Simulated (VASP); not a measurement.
Input of a VASP 6.6.1 run:

INCAR

```
SYSTEM = InBiO
PREC = Accurate ; ENCUT = 520
EDIFF = 1E-6 ; ISMEAR = 0
SIGMA = 0.1 ; LREAL = .FALSE.
LASPH = .TRUE. ; NELM = 80
ALGO = Normal ; ISIF = 2
LWAVE = .FALSE. ; LCHARG = .TRUE.
GGA = PE ; LELF = .TRUE.
LVHAR = .TRUE. ; NBANDS = 24
```

KPOINTS

```
Automatic mesh
0
G
  14 14 10
  0 0 0
```

File POSCAR:

```
InBiO
1.0
    3.5316237387      0.0000000000      0.0000000000
    0.0000000000      3.5316237387      0.0000000000
    0.0000000000      0.0000000000      5.1235059209
In Bi O
1 1 1
Direct
    0.0000000000      0.0000000000      0.5000000000
    0.5000000000      0.5000000000      0.0000000000
    0.5000000000      0.5000000000      0.5000000000
```

Potentials or basis: VASP PAW PBE potentials, release 64 (In_d, Bi_d, O).

Command:

```console
$ cat potpaw_PBE.64/In_d/POTCAR potpaw_PBE.64/Bi_d/POTCAR potpaw_PBE.64/O/POTCAR > POTCAR
$ mpirun -np 1 vasp_std > vasp.out
```

Question: Estimate the band gap on the k mesh.

Answer: Zero (bands 17 and 18 overlap by 4.21 eV).

Question: Estimate the pressure.

Answer: 0.0 GPa.

Stress tensor (GPa, compression positive):
```
 0.02  0.00  0.00
 0.00  0.02  0.00
 0.00  0.00 -0.06
```

Caveat: spin-orbit coupling is left out, which moves the levels of the heavy elements.
